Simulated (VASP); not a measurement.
A run of VASP 6.6.1 is set up as follows.

Contents of INCAR:

```
SYSTEM = NaCl
ALGO = Normal
EDIFF = 1E-6
EDIFFG = -0.002
ENCUT = 600
GGA = PE
IBRION = 2
ISIF = 3
ISMEAR = 0
IVDW = 12
LASPH = .True.
LCHARG = .False.
LREAL = .False.
LWAVE = .False.
NELM = 100
NSW = 100
PREC = Accurate
PSTRESS = 66.6
SIGMA = 0.02
```

Contents of KPOINTS:

```
k-points
0
Gamma
  8 8 8
  0 0 0
```

File POSCAR:

```
NaCl
1.0
    0.0000000000      2.8100000000      2.8100000000
    2.8100000000      0.0000000000      2.8100000000
    2.8100000000      2.8100000000      0.0000000000
Na Cl
1 1
Direct
    0.0000000000      0.0000000000      0.0000000000
    0.5000000000      0.5000000000      0.5000000000
```

Potentials or basis: VASP PAW PBE potentials, release 64 (Na_pv, Cl).

Command:

```bash
$ cat potpaw_PBE.64/Na_pv/POTCAR potpaw_PBE.64/Cl/POTCAR > POTCAR
$ mpirun -np 1 vasp_std > vasp.out
```

Problem. What does it give for the relaxed cell?

Solution. a = 3.736 Å, b = 3.736 Å, c = 3.736 Å, α = 60.00°, β = 60.00°, γ = 60.00°.

Problem. Estimate the relaxed volume.

Solution. 18.43 Å³/atom.

Step by step:
| step | energy change (eV) | largest force (eV/Å) | pressure (GPa) | volume (Å³) |
| --- | --- | --- | --- | --- |
| 1 | 0.0000 | 0.0000 | -0.58 | 44.38 |
| 2 | 0.0662 | 0.0000 | 4.75 | 38.24 |
| 3 | 0.1108 | 0.0000 | 6.60 | 36.96 |
| 4 | 0.1165 | 0.0000 | 6.76 | 36.82 |
| 5 | 0.1138 | 0.0000 | 6.61 | 36.89 |
| 6 | 0.1150 | 0.0000 | 6.67 | 36.86 |

Caveat: the cell is relaxed towards a set pressure, so the run minimises the enthalpy, not the energy; the volume moved by over 15 % at a fixed basis, so the end points are rough.
